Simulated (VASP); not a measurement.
# Mg (P6_3/mmc) in VASP: notebook

Runs on Mg. Level: PBEsol. Tasks: single point.

Everything below comes from runs of VASP 6.6.1. Logs are shortened: lines on timing, memory, paths and dates and some standing lists are left out, and cuts for length are marked.

## 1. The cell of the first run

The structure is hexagonal, space group P6_3/mmc (No. 194). The conventional cell has a = 3.081 Å, b = 3.081 Å, c = 5.419 Å, α = 90.00°, β = 90.00°, γ = 120.00°. Within 4.1 Å of Mg (site symmetry -6m2) lie 12 Mg at 3.08 to 3.24 Å.

## 2. Single point, PBEsol (strain -0.040 along x and y, +0.040 along z)

INCAR

```
PREC = Accurate
ENCUT = 520
EDIFF = 1E-6
ISMEAR = 0
SIGMA = 0.15
LREAL = False
LASPH = True
NELM = 100
ALGO = Normal
ISIF = 2
LWAVE = False
LCHARG = False
GGA = PS
NBANDS = 9
```

KPOINTS

```
Automatic mesh
0
Gamma
  18 18 10
```

POSCAR

```
Mg
1.0
    3.0809006712      0.0000000000      0.0000000000
   -1.5404503356      2.6681382478      0.0000000000
    0.0000000000      0.0000000000      5.4187432000
Mg
2
Direct
    0.3333333333      0.6666666667      0.2500000000
    0.6666666667      0.3333333333      0.7500000000
```

Potentials or basis: VASP PAW PBE potentials, release 64 (Mg).

Run with:

```
$ cat potpaw_PBE.64/Mg/POTCAR > POTCAR
$ mpirun -np 1 vasp_std > vasp.out
```

OUTCAR:

```text
PREC = Accurate
   ENCUT = 520
   EDIFF = 1E-6
   ISMEAR = 0
   LREAL = False
   LASPH = True
   NELM = 100
   ISIF = 2
   GGA = PS

 ion  position               nearest neighbor table
   1  0.333  0.667  0.250-   2 3.24   2 3.24   2 3.24   2 3.24   2 3.24   2 3.24
   2  0.667  0.333  0.750-   1 3.24   1 3.24   1 3.24   1 3.24   1 3.24   1 3.24

  LATTYP: Found a hexagonal cell.
 ALAT       =     3.0809006712
 C/A-ratio  =     1.7588178842

  Lattice vectors:

 A1 = (   3.0809006712,   0.0000000000,   0.0000000000)
 A2 = (  -1.5404503356,   2.6681382478,   0.0000000000)
 A3 = (   0.0000000000,   0.0000000000,   5.4187432000)

Analysis of symmetry for initial positions (statically):
=====================================================================
 Subroutine PRICEL returns:
 Original cell was already a primitive cell.

 Routine SETGRP: Setting up the symmetry group for a
 hexagonal supercell.

 Subroutine GETGRP returns: Found 24 space group operations
 (whereof 12 operations were pure point group operations)
 out of a pool of 24 trial point group operations.

The static configuration has the point symmetry D_3d.
 The point group associated with its full space group is D_6h.

Analysis of symmetry for dynamics (positions and initial velocities):
=====================================================================
 Subroutine PRICEL returns:
 Original cell was already a primitive cell.

 Routine SETGRP: Setting up the symmetry group for a
 hexagonal supercell.

 Subroutine GETGRP returns: Found 24 space group operations
 (whereof 12 operations were pure point group operations)
 out of a pool of 24 trial point group operations.

The dynamic configuration has the point symmetry D_3d.
 The point group associated with its full space group is D_6h.

 Subroutine INISYM returns: Found 24 space group operations
 (whereof 12 operations are pure point group operations),
 and found     1 'primitive' translations

----------------------------------------------------------------------------------------

                                     Primitive cell

  volume of cell :      44.5435

  direct lattice vectors                    reciprocal lattice vectors
     3.080900671  0.000000000  0.000000000     0.324580409  0.187396587  0.000000000
    -1.540450336  2.668138248  0.000000000     0.000000000  0.374793173  0.000000000
     0.000000000  0.000000000  5.418743200     0.000000000  0.000000000  0.184544638

  length of vectors
     3.080900671  3.080900671  5.418743200     0.374793173  0.374793173  0.184544638

  position of ions in fractional coordinates (direct lattice)
     0.333333333  0.666666667  0.250000000
     0.666666667  0.333333333  0.750000000

  ion indices of the primitive-cell ions
   primitive index   ion index
                 1           1
                 2           2

----------------------------------------------------------------------------------------

 KPOINTS: Automatic mesh

Automatic generation of k-mesh.
 Grid dimensions read from file:
 generate k-points for:   18   18   10

 Generating k-lattice:

  Cartesian coordinates                     Fractional coordinates (reciprocal lattice)
     0.018032245  0.010410921  0.000000000     0.055555556 -0.000000000  0.000000000
     0.000000000  0.020821843  0.000000000     0.000000000  0.055555556  0.000000000
     0.000000000  0.000000000  0.018454464     0.000000000  0.000000000  0.100000000

  Length of vectors
     0.020821843  0.020821843  0.018454464

  Shift w.r.t. Gamma in fractional coordinates (k-lattice)
     0.000000000  0.000000000  0.000000000

 Subroutine IBZKPT returns following result:
 ===========================================

 Found    222 irreducible k-points:

 Following reciprocal coordinates:
            Coordinates               Weight
  0.000000  0.000000  0.000000      1.000000
  0.055556 -0.000000  0.000000      6.000000
  0.111111 -0.000000  0.000000      6.000000
  0.166667  0.000000  0.000000      6.000000
  0.222222  0.000000  0.000000      6.000000
  0.277778  0.000000  0.000000      6.000000
[... 16 lines left out ...]
  0.333333  0.111111  0.000000     12.000000
  0.388889  0.111111  0.000000     12.000000
 [... further k-points ...]
   k-points           NKPTS =    222   k-points in BZ     NKDIM =    222   number of bands    NBANDS=      9
   number of dos      NEDOS =    301   number of ions     NIONS =      2
   total plane-waves  NPLWV =  23040
   dimension x,y,z NGX =    24 NGY =   24 NGZ =   40
   dimension x,y,z NGXF=    48 NGYF=   48 NGZF=   80
   ions per type =               2
   NGX,Y,Z   is equivalent  to a cutoff of  12.95, 12.95, 12.27 a.u.
   NGXF,Y,Z  is equivalent  to a cutoff of  25.90, 25.90, 24.54 a.u.
 SYSTEM =  unknown system
   PREC   = accura    normal or accurate (medium, high low for compatibility)
   ISTART =      0    job   : 0-new  1-cont  2-samecut
   ICHARG =      2    charge: 1-file 2-atom 10-const
   ISPIN  =      1    spin polarized calculation?
   LNONCOLLINEAR =      F non collinear calculations
   LSORBIT =      F    spin-orbit coupling
   LASPH  =      T    aspherical Exc in radial PAW
   ENCUT  =  520.0 eV  38.22 Ry    6.18 a.u.   5.73  5.73 10.08*2*pi/ulx,y,z
   NELM   =    100;   NELMIN=  2; NELMDL= -5     # of ELM steps
   EDIFF  = 0.1E-05   stopping-criterion for ELM
   LREAL  =      F    real-space projection
   EDIFFG = 0.1E-04   stopping-criterion for IOM
   NSW    =      0    number of steps for IOM
   IBRION =     -1    ionic relax: 0-MD 1-quasi-New 2-CG
   NFREE  =      0    steps in history (QN), initial steepest desc. (CG)
   ISIF   =      2    stress and relaxation
   ISYM   =      2    0-nonsym 1-usesym 2-fastsym
   POTIM  = 0.5000    time-step for ionic-motion
   TEBEG  =    0.0;   TEEND  =   0.0 temperature during run
   PSTRESS=    0.0 pullay stress
   NELECT =       4.0000    total number of electrons
   NUPDOWN=      -1.0000    fix difference up-down
   EMIN   =  10.00;   EMAX   =-10.00  energy-range for DOS
   EFERMI =   0.00;   METHOD = LEGACY
   ISMEAR =     0;   SIGMA  =   0.15  broadening in eV -4-tet -1-fermi 0-gaus
   EFERMI_NEDOS =   21; number of points for ismear=-14 and -15
   IALGO  =     38    algorithm
   IMIX   =      4    mixing-type and parameters
     AMIX     =   0.40;   BMIX     =  1.00
     AMIX_MAG =   1.60;   BMIX_MAG =  1.00
  volume/ion in A,a.u.               =      22.27       150.30
  Fermi-wavevector in a.u.,A,eV,Ry     =   0.733106  1.385369  7.312370  0.537444
  Thomas-Fermi vector in A             =   1.825733
   LORBIT       =      0    0 simple, 1 ext, 2 COOP (PROOUT), +10 PAW based schemes
   GGA     = PS    functional components
   LHFCALC =     F    Hartree Fock is set to
   AEXX    =    0.0000 exact exchange contribution
   IVDW    =     0    specifies the selected vdW correction
   LEPSILON=     F    determine dielectric tensor
   LRPA    =     F    only Hartree local field effects (RPA)
 non-spin polarized calculation
 Gauss-broadening in eV      SIGMA  =   0.15
  energy-cutoff  :      520.00
  volume of cell :       44.54
 maximum number of plane-waves:      1218
 NGX is ok and might be reduce to    24
   NGX = 11   NGY = 11   NGZ = 21

 number of electron       4.0000000 magnetization

 Free energy of the ion-electron system (eV)
  ---------------------------------------------------
  ext. energy  EPLUGINS =         0.00000000
  ---------------------------------------------------
  free energy    TOTEN  =        -3.41814353 eV

  energy without entropy =       -3.40762899  energy(sigma->0) =       -3.41288626

 E-fermi :   2.7427     XC(G=0):  -8.6273

 val. band max:        2.7398458953   @ k =   0.4444   0.0000   0.3000
 cond. band min:       2.7538782434   @ k =   0.3333   0.3333   0.3000
 fundamental gap:      0.0140323481
 Fermi energy:         2.7427209239

 k-point     1 :       0.0000    0.0000    0.0000
  band No.  band energies     occupation
      1      -4.3108      2.00000
      2       0.6292      2.00000
      3       0.7822      2.00000
      4      13.7911      0.00000
      5      14.7182      0.00000
      6      14.7182      0.00000
      7      15.0867      0.00000
      8      15.0867      0.00000
      9      15.2981      0.00000

 k-point     2 :       0.0556   -0.0000    0.0000
  band No.  band energies     occupation
      1      -4.2454      2.00000
      2       0.6892      2.00000
      3       0.8463      2.00000
      4      13.1322      0.00000
      5      13.9979      0.00000
      6      14.0382      0.00000
      7      15.0095      0.00000
      8      15.3492      0.00000
      9      15.8551      0.00000

 k-point     3 :       0.1111   -0.0000    0.0000
  band No.  band energies     occupation
      1      -4.0494      2.00000
      2       0.8692      2.00000
      3       1.0375      2.00000
      4      11.4249      0.00000
      5      13.2117      0.00000
      6      13.6142      0.00000
      7      14.5012      0.00000
      8      15.4962      0.00000
      9      16.0305      0.00000

 k-point     4 :       0.1667    0.0000    0.0000
  band No.  band energies     occupation
      1      -3.7237      2.00000
      2       1.1693      2.00000
      3       1.3531      2.00000
      4       9.6629      0.00000
      5      12.5217      0.00000
      6      12.7531      0.00000
      7      14.1592      0.00000
      8      14.2095      0.00000
      9      15.7763      0.00000
[... 205 lines left out ...]
 k-point    22 :       0.2778    0.1111    0.0000
  band No.  band energies     occupation
      1      -1.7947      2.00000
      2       2.9743      0.02904
      3       3.0741      0.00178
      4       5.1495      0.00000
      5       8.0692      0.00000
      6       9.5154      0.00000
      7      10.3195      0.00000
      8      12.8258      0.00000
      9      13.2528      0.00000

 k-point    23 :       0.3333    0.1111    0.0000
  band No.  band energies     occupation
      1      -0.9726      2.00000
      2       3.1496      0.00012
      3       3.7578      0.00000
      4       4.4517      0.00000
      5       7.4963      0.00000
      6       8.1257      0.00000
      7       9.3492      0.00000
      8      12.5132      0.00000
      9      13.0167      0.00000

 k-point    24 :       0.3889    0.1111    0.0000
  band No.  band energies     occupation
      1      -0.0360      2.00000
      2       2.1366      2.00000
      3       4.6607      0.00000
      4       5.0300      0.00000
      5       6.7721      0.00000
      6       6.8574      0.00000
      7       8.7625      0.00000
      8      12.3265      0.00000
      9      12.8700      0.00000

 [... further k-points ...]

------------------------ aborting loop because EDIFF is reached ----------------------------------------

  FORCE on cell =-STRESS in cart. coord.  units (eV):
  Direction    XX          YY          ZZ          XY          YZ          ZX
  --------------------------------------------------------------------------------------
  -------------------------------------------------------------------------------------
  Total        0.6116599      0.6116599     -0.6189369      0.0000000      0.0000000     -0.0000000
  in kB       22.0006746     22.0006746    -22.2624177      0.0000000      0.0000000     -0.0000000
  external PRESSURE =       7.2463105 kB  Pullay stress =       0.0000000 kB

 VOLUME and BASIS-vectors are now :
 -----------------------------------------------------------------------------
  energy-cutoff  :      520.00
  volume of cell :       44.54
      direct lattice vectors                 reciprocal lattice vectors
     3.080900671  0.000000000  0.000000000     0.324580409  0.187396587  0.000000000
    -1.540450336  2.668138248  0.000000000     0.000000000  0.374793173  0.000000000
     0.000000000  0.000000000  5.418743200     0.000000000  0.000000000  0.184544638

 POSITION                                       TOTAL-FORCE (eV/Angst)
 -----------------------------------------------------------------------------------
     -0.00000      1.77876      1.35469         0.000000     -0.000000      0.000000
      1.54045      0.88938      4.06406        -0.000000      0.000000      0.000000
 -----------------------------------------------------------------------------------
    total drift:                               -0.000000      0.000000     -0.000000

  FREE ENERGIE OF THE ION-ELECTRON SYSTEM (eV)
  ---------------------------------------------------
  free  energy   TOTEN  =        -3.4181435301 eV

  energy  without entropy=       -3.4076289889  energy(sigma->0) =       -3.41288626
```

Wall time 36 s (1 thread of AMD EPYC 9R45 (Zen 5), shared host); peak memory 0.19 GiB.

What came out:

```
Free energy            : -3.4181 eV
Pressure               : 0.7 GPa
Band gap on the k mesh : zero (bands 2 and 3 overlap by 2.87 eV)
```

Stress tensor (GPa, compression positive):
```
 2.20  0.00  0.00
 0.00  2.20  0.00
 0.00  0.00 -2.23
```

Levels at points of the mesh, in eV from the Fermi level:
| k point | band 1 | band 2 | band 3 | band 4 | band 5 |
| --- | --- | --- | --- | --- | --- |
| (0.00, 0.00, 0.00) | -7.05 | -2.11 | -1.96 | 11.05 | 11.98 |
| (0.50, 0.00, 0.00) | -1.98 | -1.85 | 2.64 | 2.85 | 2.90 |
| (0.00, 0.00, 0.50) | -5.78 | -5.78 | 3.95 | 3.95 | 12.63 |
| (0.50, 0.00, 0.50) | -1.03 | -1.03 | -0.27 | -0.27 | 7.94 |

Caveat: the cell differs from its parent crystal (strain -0.040 along x and y, +0.040 along z); the PAW data sets were made with another functional, which shifts forces and pressure a little.

## 3. Single point, PBEsol (strain -0.040 along x and y, +0.080 along z)

INCAR

```
SYSTEM = Mg
PREC     = Accurate       ! precision mode
ENCUT    = 520            ! plane-wave cutoff, eV
EDIFF    = 1E-6           ! SCF threshold, eV
ISMEAR   = 0              ! smearing method
SIGMA    = 0.15           ! smearing width, eV
LREAL    = .FALSE.        ! projectors in reciprocal space
LASPH    = .TRUE.         ! aspherical terms in the spheres
NELM     = 60             ! most SCF steps
ALGO     = Normal         ! electronic algorithm
ISIF     = 2              ! what is computed and relaxed
LWAVE    = .FALSE.        ! write WAVECAR
LCHARG   = .FALSE.        ! write CHGCAR
GGA      = PS             ! functional
NBANDS   = 9              ! bands
```

KPOINTS

```
Automatic mesh
0
G
  18 18 10
  0 0 0
```

Changes to POSCAR since step 2:

```diff
@@ -4,3 +4,3 @@
    -1.5404503356      2.6681382478      0.0000000000
-    0.0000000000      0.0000000000      5.4187432000
+    0.0000000000      0.0000000000      5.6271564000
 Mg
```

Potentials or basis: VASP PAW PBE potentials, release 64 (Mg).

Run with:

```
$ cat potpaw_PBE.64/Mg/POTCAR > POTCAR
$ mpirun -np 1 vasp_std > vasp.out
```

It took 35 s on 1 thread of AMD EPYC 9R45 (Zen 5), shared host; peak memory 0.2 GiB.

It converged, with:

| Property | Result |
| --- | --- |
| Free energy | -3.3855 eV |
| Pressure | -0.3 GPa |
| Band gap on the k mesh | zero (bands 2 and 3 overlap by 3.13 eV) |

Stress tensor (GPa, compression positive):
```
 1.33  0.00  0.00
 0.00  1.33  0.00
 0.00  0.00 -3.62
```

Levels at points of the mesh, in eV from the Fermi level:
```
           k point  band 1  band 2  band 3  band 4  band 5
(0.00, 0.00, 0.00)   -6.89   -2.28   -2.18   10.23   11.23
(0.50, 0.00, 0.00)   -1.83   -1.68    2.53    2.60    2.87
(0.00, 0.00, 0.50)   -5.71   -5.71    3.35    3.35   12.75
(0.50, 0.00, 0.50)   -0.95   -0.95   -0.20   -0.20    7.67
```

Caveat: the cell differs from its parent crystal (strain -0.040 along x and y, +0.080 along z); the PAW data sets were made with another functional, which shifts forces and pressure a little.

## 4. Single point, PBEsol (strain +0.040 along x and y, -0.080 along z)

INCAR

```
  PREC = Accurate
  ENCUT = 520
  EDIFF = 1E-6
  ISMEAR = 0
  SIGMA = 0.15
  LREAL = False
  LASPH = True
  NELM = 80
  ALGO = Normal
  ISIF = 2
  LWAVE = False
  LCHARG = False
  GGA = PS
  NBANDS = 9
```

KPOINTS

```
Automatic mesh
0
Gamma
  18 18 10
```

POSCAR

```
Mg
1.0
    3.3376423938      0.0000000000      0.0000000000
   -1.6688211969      2.8904831018      0.0000000000
    0.0000000000      0.0000000000      4.7935036000
Mg
2
Direct
    0.3333333333      0.6666666667      0.2500000000
    0.6666666667      0.3333333333      0.7500000000
```

Run with:

```
$ cat potpaw_PBE.64/Mg/POTCAR > POTCAR
$ mpirun -np 1 vasp_std > vasp.out
```

Run time: 83 s. Hardware: 1 thread of Intel Xeon 8259CL, shared host; peak memory 0.24 GiB.

It converged, with:

```yaml
Free_energy: -3.3831 eV
Pressure: -0.4 GPa
Band_gap_on_the_k_mesh: zero (bands 2 and 3 overlap by 2.05 eV)
```

Stress tensor (GPa, compression positive):
```
-2.30  0.00  0.00
 0.00 -2.30  0.00
 0.00  0.00  3.26
```

Levels at points of the mesh, in eV from the Fermi level:
```tsv
k point	band 1	band 2	band 3	band 4	band 5
(0.00, 0.00, 0.00)	-6.92	-0.97	-0.10	9.41	9.41
(0.50, 0.00, 0.00)	-2.58	-2.45	2.90	3.36	4.11
(0.00, 0.00, 0.50)	-5.30	-5.30	6.96	6.96	10.45
(0.50, 0.00, 0.50)	-1.24	-1.24	-0.62	-0.62	7.03
```

Caveat: the cell differs from its parent crystal (strain +0.040 along x and y, -0.080 along z); the PAW data sets were made with another functional, which shifts forces and pressure a little.

## 5. Single point, PBEsol (strain +0.000 along x and y, +0.040 along z)

INCAR

```
SYSTEM = Mg
  ALGO = Normal
  EDIFF = 1E-6
  ENCUT = 520
  GGA = PS
  ISIF = 2
  ISMEAR = 0
  LASPH = .True.
  LCHARG = .True.
  LELF = .True.
  LREAL = .False.
  LVHAR = .True.
  LWAVE = .False.
  NBANDS = 9
  NELM = 80
  PREC = Accurate
  SIGMA = 0.15
```

KPOINTS

```
k-points
0
Gamma
  18 18 10
  0 0 0
```

POSCAR

```
Mg
1.0
    3.2092715325      0.0000000000      0.0000000000
   -1.6046357662      2.7793106748      0.0000000000
    0.0000000000      0.0000000000      5.4187432000
Mg
2
Direct
    0.3333333333      0.6666666667      0.2500000000
    0.6666666667      0.3333333333      0.7500000000
```

Run with:

```
$ cat potpaw_PBE.64/Mg/POTCAR > POTCAR
$ mpirun -np 1 vasp_std > vasp.out
```

Run time: 57 s. Hardware: 1 thread of Intel Xeon 8259CL, shared host; peak memory 0.22 GiB.

It converged, with:

```yaml
Free_energy: -3.4193 eV
Pressure: -2.3 GPa
Band_gap_on_the_k_mesh: zero (bands 2 and 3 overlap by 2.48 eV)
```

Stress tensor (GPa, compression positive):
```
-1.75  0.00  0.00
 0.00 -1.75  0.00
 0.00  0.00 -3.34
```

Levels at points of the mesh, in eV from the Fermi level:
| k point | band 1 | band 2 | band 3 | band 4 | band 5 |
| --- | --- | --- | --- | --- | --- |
| (0.00, 0.00, 0.00) | -6.70 | -1.78 | -1.58 | 11.04 | 11.04 |
| (0.50, 0.00, 0.00) | -1.95 | -1.94 | 2.56 | 2.89 | 2.93 |
| (0.00, 0.00, 0.50) | -5.43 | -5.43 | 4.32 | 4.32 | 11.74 |
| (0.50, 0.00, 0.50) | -1.00 | -1.00 | -0.38 | -0.38 | 7.82 |

Caveat: the cell differs from its parent crystal (strain +0.000 along x and y, +0.040 along z); the PAW data sets were made with another functional, which shifts forces and pressure a little.

## 6. Summary

```csv
cell,gap on the mesh (eV),pressure (GPa)
"a = 3.081, b = 3.081, c = 5.419 Å, angles 90.0, 90.0, 120.0°, 2 atoms",none,0.7
"a = 3.081, b = 3.081, c = 5.627 Å, angles 90.0, 90.0, 120.0°, 2 atoms",none,-0.3
"a = 3.338, b = 3.338, c = 4.794 Å, angles 90.0, 90.0, 120.0°, 2 atoms",none,-0.4
"a = 3.209, b = 3.209, c = 5.419 Å, angles 90.0, 90.0, 120.0°, 2 atoms",none,-2.3
```

Alike in all rows: task single point; level PBEsol; potentials or basis VASP PAW PBE potentials, release 64 (Mg); no spin polarisation; k mesh 18 × 18 × 10; cutoff (eV) 520; smearing gaussian 0.15 eV.

Caveats: the PAW data sets were made with another functional, which shifts forces and pressure a little.

Total energies depend on the potentials used, so only differences within one code and one set of settings carry meaning.
